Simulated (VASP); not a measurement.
# Au (Cmcm) in VASP: a series of runs

Au is run at these levels: PBEsol+D4; tasks: single point.

Program: VASP 6.6.1. These are calculated values, not measurements. Logs are shortened: lines on timing, memory, paths and dates and some standing lists are left out, and cuts for length are marked.

## 1. The cell of the first run

It takes space group Cmcm (No. 63, orthorhombic). Conventional cell: a = 2.823 Å, b = 5.112 Å, c = 4.893 Å, α = 90.00°, β = 90.00°, γ = 90.00°. Within 3.7 Å of Au (site symmetry m2m) lie 12 Au at 2.82 to 2.97 Å.

## 2. Single point, PBEsol+D4

Contents of INCAR:

```
SYSTEM = Au
PREC = Accurate
ENCUT = 520
EDIFF = 1E-7
ISMEAR = -1
SIGMA = 0.01
LREAL = .False.
LASPH = .True.
NELM = 100
ALGO = Normal
ISIF = 2
LWAVE = .False.
LCHARG = .True.
GGA = PS
IVDW = 13
LELF = .True.
LVHAR = .True.
NBANDS = 18
```

Contents of KPOINTS:

```
regular mesh
0
Gamma
  5 5 3
  0 0 0
```

Contents of POSCAR:

```
Au
1.0
    1.4113100000     -2.5559300000      0.0000000000
    1.4113100000      2.5559300000      0.0000000000
    0.0000000000      0.0000000000      4.8931700000
Au
2
Direct
    0.6653300000      0.3346700000      0.2500000000
    0.3346700000      0.6653300000      0.7500000000
```

Potentials or basis: VASP PAW PBE potentials, release 64 (Au).

Run with:

```bash
> cat potpaw_PBE.64/Au/POTCAR > POTCAR
> mpirun -np 1 vasp_std > vasp.out
```

OUTCAR:

```text
SYSTEM = Au
   PREC = Accurate
   ENCUT = 520
   EDIFF = 1E-7
   ISMEAR = -1
   LREAL = .False.
   LASPH = .True.
   NELM = 100
   ISIF = 2
   GGA = PS
   IVDW = 13

 ion  position               nearest neighbor table
   1  0.665  0.335  0.250-   2 2.95   2 2.95   2 2.95   2 2.95   2 2.97   2 2.97
   2  0.335  0.665  0.750-   1 2.95   1 2.95   1 2.95   1 2.95   1 2.97   1 2.97

  LATTYP: Found a base centered orthorhombic cell.
 ALAT       =     2.8226200000
 B/A-ratio  =     1.8110337204
 C/A-ratio  =     1.7335560578

  Lattice vectors:

 A1 = (   1.4113100000,  -2.5559300000,   0.0000000000)
 A2 = (   1.4113100000,   2.5559300000,   0.0000000000)
 A3 = (   0.0000000000,   0.0000000000,   4.8931700000)

Analysis of symmetry for initial positions (statically):
=====================================================================
 Subroutine PRICEL returns:
 Original cell was already a primitive cell.

 Routine SETGRP: Setting up the symmetry group for a
 base centered orthorhombic supercell.

 Subroutine GETGRP returns: Found  8 space group operations
 (whereof  4 operations were pure point group operations)
 out of a pool of  8 trial point group operations.

The static configuration has the point symmetry C_2h.
 The point group associated with its full space group is D_2h.

Analysis of symmetry for dynamics (positions and initial velocities):
=====================================================================
 Subroutine PRICEL returns:
 Original cell was already a primitive cell.

 Routine SETGRP: Setting up the symmetry group for a
 base centered orthorhombic supercell.

 Subroutine GETGRP returns: Found  8 space group operations
 (whereof  4 operations were pure point group operations)
 out of a pool of  8 trial point group operations.

The dynamic configuration has the point symmetry C_2h.
 The point group associated with its full space group is D_2h.

 Subroutine INISYM returns: Found  8 space group operations
 (whereof  4 operations are pure point group operations),
 and found     1 'primitive' translations

----------------------------------------------------------------------------------------

                                     Primitive cell

  volume of cell :      35.3014

  direct lattice vectors                    reciprocal lattice vectors
     1.411310000 -2.555930000  0.000000000     0.354280775 -0.195623511  0.000000000
     1.411310000  2.555930000  0.000000000     0.354280775  0.195623511  0.000000000
     0.000000000  0.000000000  4.893170000     0.000000000  0.000000000  0.204366495

  length of vectors
     2.919687326  2.919687326  4.893170000     0.404701650  0.404701650  0.204366495

  position of ions in fractional coordinates (direct lattice)
     0.665330000  0.334670000  0.250000000
     0.334670000  0.665330000  0.750000000

  ion indices of the primitive-cell ions
   primitive index   ion index
                 1           1
                 2           2

----------------------------------------------------------------------------------------

 KPOINTS: regular mesh

Automatic generation of k-mesh.
 Grid dimensions read from file:
 generate k-points for:    5    5    3

 Generating k-lattice:

  Cartesian coordinates                     Fractional coordinates (reciprocal lattice)
     0.070856155 -0.039124702  0.000000000     0.200000000 -0.000000000  0.000000000
     0.070856155  0.039124702  0.000000000    -0.000000000  0.200000000  0.000000000
     0.000000000  0.000000000  0.068122165     0.000000000  0.000000000  0.333333333

  Length of vectors
     0.080940330  0.080940330  0.068122165

  Shift w.r.t. Gamma in fractional coordinates (k-lattice)
     0.000000000  0.000000000  0.000000000

 Subroutine IBZKPT returns following result:
 ===========================================

 Found     18 irreducible k-points:

 Following reciprocal coordinates:
            Coordinates               Weight
  0.000000  0.000000  0.000000      1.000000
  0.200000  0.000000  0.000000      4.000000
  0.400000  0.000000  0.000000      4.000000
  0.200000  0.200000  0.000000      2.000000
  0.400000  0.200000  0.000000      4.000000
 -0.400000  0.200000  0.000000      4.000000
[... 10 lines left out ...]
  0.400000  0.400000  0.333333      4.000000
 -0.400000  0.400000  0.333333      4.000000
   k-points           NKPTS =     18   k-points in BZ     NKDIM =     18   number of bands    NBANDS=     18
   number of dos      NEDOS =    301   number of ions     NIONS =      2
   total plane-waves  NPLWV =  20736
   dimension x,y,z NGX =    24 NGY =   24 NGZ =   36
   dimension x,y,z NGXF=    48 NGYF=   48 NGZF=   72
   ions per type =               2
   NGX,Y,Z   is equivalent  to a cutoff of  13.67, 13.67, 12.23 a.u.
   NGXF,Y,Z  is equivalent  to a cutoff of  27.33, 27.33, 24.46 a.u.
 SYSTEM =  Au
   PREC   = accura    normal or accurate (medium, high low for compatibility)
   ISTART =      0    job   : 0-new  1-cont  2-samecut
   ICHARG =      2    charge: 1-file 2-atom 10-const
   ISPIN  =      1    spin polarized calculation?
   LNONCOLLINEAR =      F non collinear calculations
   LSORBIT =      F    spin-orbit coupling
   LASPH  =      T    aspherical Exc in radial PAW
   ENCUT  =  520.0 eV  38.22 Ry    6.18 a.u.   5.43  5.43  9.10*2*pi/ulx,y,z
   NELM   =    100;   NELMIN=  2; NELMDL= -5     # of ELM steps
   EDIFF  = 0.1E-06   stopping-criterion for ELM
   LREAL  =      F    real-space projection
   EDIFFG = 0.1E-05   stopping-criterion for IOM
   NSW    =      0    number of steps for IOM
   IBRION =     -1    ionic relax: 0-MD 1-quasi-New 2-CG
   NFREE  =      0    steps in history (QN), initial steepest desc. (CG)
   ISIF   =      2    stress and relaxation
   ISYM   =      2    0-nonsym 1-usesym 2-fastsym
   POTIM  = 0.5000    time-step for ionic-motion
   TEBEG  =    0.0;   TEEND  =   0.0 temperature during run
   PSTRESS=    0.0 pullay stress
   NELECT =      22.0000    total number of electrons
   NUPDOWN=      -1.0000    fix difference up-down
   EMIN   =  10.00;   EMAX   =-10.00  energy-range for DOS
   EFERMI =   0.00;   METHOD = LEGACY
   ISMEAR =    -1;   SIGMA  =   0.01  broadening in eV -4-tet -1-fermi 0-gaus
   EFERMI_NEDOS =   21; number of points for ismear=-14 and -15
   IALGO  =     38    algorithm
   IMIX   =      4    mixing-type and parameters
     AMIX     =   0.40;   BMIX     =  1.00
     AMIX_MAG =   1.60;   BMIX_MAG =  1.00
  volume/ion in A,a.u.               =      17.65       119.11
  Fermi-wavevector in a.u.,A,eV,Ry     =   1.398358  2.642514 26.604917  1.955406
  Thomas-Fermi vector in A             =   2.521524
   LORBIT       =      0    0 simple, 1 ext, 2 COOP (PROOUT), +10 PAW based schemes
   GGA     = PS    functional components
   LHFCALC =     F    Hartree Fock is set to
   AEXX    =    0.0000 exact exchange contribution
   IVDW    =    13    specifies the selected vdW correction
   LEPSILON=     F    determine dielectric tensor
   LRPA    =     F    only Hartree local field effects (RPA)
 non-spin polarized calculation
  energy-cutoff  :      520.00
  volume of cell :       35.30
 maximum number of plane-waves:       965
 NGX is ok and might be reduce to    24
   NGX = 11   NGY = 11   NGZ = 19

 number of electron      21.9999996 magnetization

 Free energy of the ion-electron system (eV)
  ---------------------------------------------------
  ext. energy  EPLUGINS =         0.00000000
  ---------------------------------------------------
  free energy    TOTEN  =        -7.93114306 eV

  energy without entropy =       -7.92973003  energy(sigma->0) =       -7.93043654

 E-fermi :   9.0596     XC(G=0): -12.6733

 val. band max:        7.5808873487   @ k =   0.0000   0.0000   0.0000
 cond. band min:       9.0647431465   @ k =  -0.4000   0.2000   0.3333
 fundamental gap:      1.4838557978
 Fermi energy:         9.0596311840

 k-point     1 :       0.0000    0.0000    0.0000
  band No.  band energies     occupation
      1      -0.8526      2.00000
      2       1.5711      2.00000
      3       3.9662      2.00000
      4       4.0432      2.00000
      5       4.3742      2.00000
      6       4.6200      2.00000
[... 10 lines left out ...]
     17      26.5613      0.00000
     18      27.5028      0.00000

 k-point     2 :       0.2000    0.0000    0.0000
  band No.  band energies     occupation
      1       0.3419      2.00000
      2       2.4308      2.00000
      3       3.7960      2.00000
      4       4.1593      2.00000
      5       4.2888      2.00000
      6       4.8167      2.00000
[... 10 lines left out ...]
     17      25.0637      0.00000
     18      25.8034      0.00000

 k-point     3 :       0.4000    0.0000    0.0000
  band No.  band energies     occupation
      1       2.0562      2.00000
      2       2.3062      2.00000
      3       2.7998      2.00000
      4       4.3213      2.00000
      5       4.5136      2.00000
      6       4.6052      2.00000
[... 10 lines left out ...]
     17      21.2136      0.00000
     18      23.6797      0.00000

 k-point     4 :       0.2000    0.2000    0.0000
  band No.  band energies     occupation
      1       2.1969      2.00000
      2       3.1235      2.00000
      3       3.2019      2.00000
      4       3.3279      2.00000
      5       4.0932      2.00000
      6       4.3785      2.00000
[... 249 lines left out ...]
      4       3.7188      2.00000
      5       3.8494      2.00000
      6       4.4606      2.00000
[... 10 lines left out ...]
     17      24.9680      0.00000
     18      25.6432      0.00000

 k-point    17 :       0.4000    0.4000    0.3333
  band No.  band energies     occupation
      1       2.4445      2.00000
      2       2.9803      2.00000
      3       3.1742      2.00000
      4       3.7525      2.00000
      5       3.9153      2.00000
      6       4.9638      2.00000
[... 10 lines left out ...]
     17      21.5961      0.00000
     18      22.0957      0.00000

 k-point    18 :      -0.4000    0.4000    0.3333
  band No.  band energies     occupation
      1       1.7982      2.00000
      2       2.2050      2.00000
      3       3.0511      2.00000
      4       3.1959      2.00000
      5       5.0764      2.00000
      6       5.1258      2.00000
[... 10 lines left out ...]
     17      22.0385      0.00000
     18      25.1501      0.00000

------------------------ aborting loop because EDIFF is reached ----------------------------------------

  DFT-D4 for vdW energy calculation

  Edisp (eV):   -0.76721

  FORCE on cell =-STRESS in cart. coord.  units (eV):
  Direction    XX          YY          ZZ          XY          YZ          ZX
  --------------------------------------------------------------------------------------
  -------------------------------------------------------------------------------------
  Total      -1.17047    -2.36923    -2.45838     0.00000     0.00000     0.00000
  in kB     -53.12258  -107.52926  -111.57539     0.00000     0.00000     0.00000
  external pressure =      -90.74 kB  Pullay stress =        0.00 kB

 VOLUME and BASIS-vectors are now :
 -----------------------------------------------------------------------------
  energy-cutoff  :      520.00
  volume of cell :       35.30
      direct lattice vectors                 reciprocal lattice vectors
     1.411310000 -2.555930000  0.000000000     0.354280775 -0.195623511  0.000000000
     1.411310000  2.555930000  0.000000000     0.354280775  0.195623511  0.000000000
     0.000000000  0.000000000  4.893170000     0.000000000  0.000000000  0.204366495

 POSITION                                       TOTAL-FORCE (eV/Angst)
 -----------------------------------------------------------------------------------
      1.41131     -0.84514      1.22329         0.000000     -0.011291      0.000000
      1.41131      0.84514      3.66988         0.000000      0.011291     -0.000000
 -----------------------------------------------------------------------------------
    total drift:                                0.000000      0.000000      0.000000

  FREE ENERGIE OF THE ION-ELECTRON SYSTEM (eV)
  ---------------------------------------------------
  free  energy   TOTEN  =        -8.6983570968 eV

  energy  without entropy=       -8.6969440669  energy(sigma->0) =       -8.69765058
```

Run time: 25 s. Hardware: 1 thread of Intel Xeon 6975P-C, shared host; peak memory 0.13 GiB.

What came out:

| Item | Value |
| --- | --- |
| Free energy | -8.6984 eV |
| Pressure | -9.1 GPa |
| Largest force | 0.011 eV/Å |
| Band gap on the k mesh | zero (band 11 reaches 10.83 eV, above the bottom of band 12 at 6.46 eV) |
| Dispersion energy per atom | -0.384 eV |

Forces in eV/Å, atoms in the order of the input:
```
Au   0.000 -0.011  0.000
Au   0.000  0.011  0.000
```

Stress tensor (GPa, compression positive):
```
 -5.31   0.00   0.00
  0.00 -10.75   0.00
  0.00   0.00 -11.16
```

Levels at points of the mesh, in eV from the Fermi level:
| k point | band 9 | band 10 | band 11 | band 12 | band 13 | band 14 |
| --- | --- | --- | --- | --- | --- | --- |
| (0.00, 0.00, 0.00) | -3.65 | -2.53 | -2.45 | -1.48 | 2.01 | 14.16 |

Caveat: the k points lie up to 0.51 Å⁻¹ apart; the PAW data sets were made with another functional, which shifts forces and pressure a little; spin-orbit coupling is left out, which moves the levels of the heavy elements; pairwise dispersion overbinds metals, which lowers pressure and volume.

## 3. Single point, PBEsol+D4

Contents of INCAR:

```
ALGO = Normal
EDIFF = 1E-7
ENCUT = 520
GGA = PS
ISIF = 2
ISMEAR = -1
IVDW = 13
LASPH = T
LCHARG = F
LREAL = F
LWAVE = F
NBANDS = 18
NELM = 100
PREC = Accurate
SIGMA = 0.01
```

Contents of KPOINTS:

```
k-points
0
Gamma
  5 5 3
```

POSCAR is that of step 2.

Potentials or basis: VASP PAW PBE potentials, release 64 (Au).

Run with:

```bash
> cat potpaw_PBE.64/Au/POTCAR > POTCAR
> mpirun -np 1 vasp_std > vasp.out
```

Wall time 24 s (1 thread of Intel Xeon 6975P-C, shared host); peak memory 0.13 GiB.

The run converged. Its results:

```
Free energy                : -8.6984 eV
Pressure                   : -9.1 GPa
Largest force              : 0.011 eV/Å
Band gap on the k mesh     : zero (band 11 reaches 10.83 eV, above the bottom of band 12 at 6.46 eV)
Dispersion energy per atom : -0.384 eV
```

Forces in eV/Å, atoms in the order of the input:
```
Au   0.000 -0.011  0.000
Au   0.000  0.011  0.000
```

Stress tensor (GPa, compression positive):
```
 -5.31   0.00   0.00
  0.00 -10.75   0.00
  0.00   0.00 -11.16
```

Levels at points of the mesh, in eV from the Fermi level:
```tsv
k point	band 7	band 8	band 9	band 10	band 11	band 12	band 13	band 14	band 15	band 16
(0.00, 0.00, 0.00)	-4.19	-3.83	-3.65	-2.53	-2.45	-1.48	2.01	14.16	15.13	16.33
```

Caveat: the k points lie up to 0.51 Å⁻¹ apart; the PAW data sets were made with another functional, which shifts forces and pressure a little; spin-orbit coupling is left out, which moves the levels of the heavy elements; pairwise dispersion overbinds metals, which lowers pressure and volume.
